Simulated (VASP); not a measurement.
A run of VASP 6.6.1 is set up as follows.

File INCAR:

```
PREC = Accurate
ENCUT = 520
EDIFF = 1E-6
ISMEAR = 0
SIGMA = 0.05
LREAL = False
LASPH = True
NELM = 80
ALGO = Normal
ISIF = 2
LWAVE = False
LCHARG = False
GGA = PE
NBANDS = 11
```

Contents of KPOINTS:

```
regular mesh
0
Gamma
  12 12 12
```

The input POSCAR:

```
SiC
1.0
    0.0000000000      2.1740000000      2.1740000000
    2.1740000000      0.0000000000      2.1740000000
    2.1740000000      2.1740000000      0.0000000000
Si C
1 1
Direct
    0.1034958602      0.1034958602     -0.1766784847
    0.7500000000      0.7500000000      0.7500000000
```

Potentials or basis: VASP PAW PBE potentials, release 64 (Si, C).

The run is started by

```bash
$ cat potpaw_PBE.64/Si/POTCAR potpaw_PBE.64/C/POTCAR > POTCAR
$ mpirun -np 1 vasp_std > vasp.out
```

Problem. What does it give for the largest force?

Solution. 5.789 eV/Å.

Problem. What does it give for the pressure?

Solution. 25.0 GPa.

Problem. What does it give for the band gap on the k mesh?

Solution. Zero (band 4 reaches 9.60 eV, above the bottom of band 5 at 8.93 eV).

Forces in eV/Å, atoms in the order of the input:
```
Si  -0.428 -0.428 -5.757
C    0.428  0.428  5.757
```

Caveat: the cell differs from its parent crystal (atom 1 (Si) moved by (-0.225, +0.450) A along [1 1 0] and z); forces of over 1 eV/Å act on the atoms, so gaps and moduli don't describe the material at rest.
